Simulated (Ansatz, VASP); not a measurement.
## Two plane-wave programs on TaN

```
CELL_PARAMETERS angstrom
3.05000 0.00000 0.00000
-1.52500 2.64138 0.00000
0.00000 0.00000 4.94000
ATOMIC_POSITIONS crystal
Ta 0.33333 0.66667 0.00000
Ta 0.66667 0.33333 0.50000
N 0.33333 0.66667 0.38500
N 0.66667 0.33333 0.88500
```

Alike in both runs: task single point; functional r2SCAN; k mesh 7 × 7 × 4; occupations gaussian, width 0.05 eV; collinear spin; Hubbard terms Ta d U = 1.0 eV.

|  | VASP | Ansatz |
| --- | --- | --- |
| version | VASP 6.6.1 | Ansatz 0.2.0 |
| potentials or method | VASP PAW PBE potentials, release 64 (Ta_pv, N), cutoff 520 eV | scalar-relativistic, plane waves, PAW |
| valence electrons in the cell | 32 | 36 |

```tsv
	VASP	Ansatz	Ansatz less VASP
gap on the k mesh at the Fermi level (eV)	none	none	-
rms of the force components (eV/Å)	1.300	1.245	-0.0546
net moment per atom (μB)	0.00	0.00	0.000
```

VASP's potentials were made for PBE, not for r2SCAN. The programs project onto different local orbitals, so the same U acts differently, and such runs can settle in different states. Atom by atom the forces differ by 0.055 eV/Å (rms over components). A gap of «none» marks a metal or a gap that the smearing closes. VASP's potentials hold 32 valence electrons a cell and Ansatz's 36, so a difference there can come from the potentials and not from the codes. Ansatz's warnings: filled band counts differ across k points, seeded moment not kept, specified occupation not kept, stability check not made, symmetry narrowed by occupation matrices.

Neither program's run includes spin-orbit coupling.
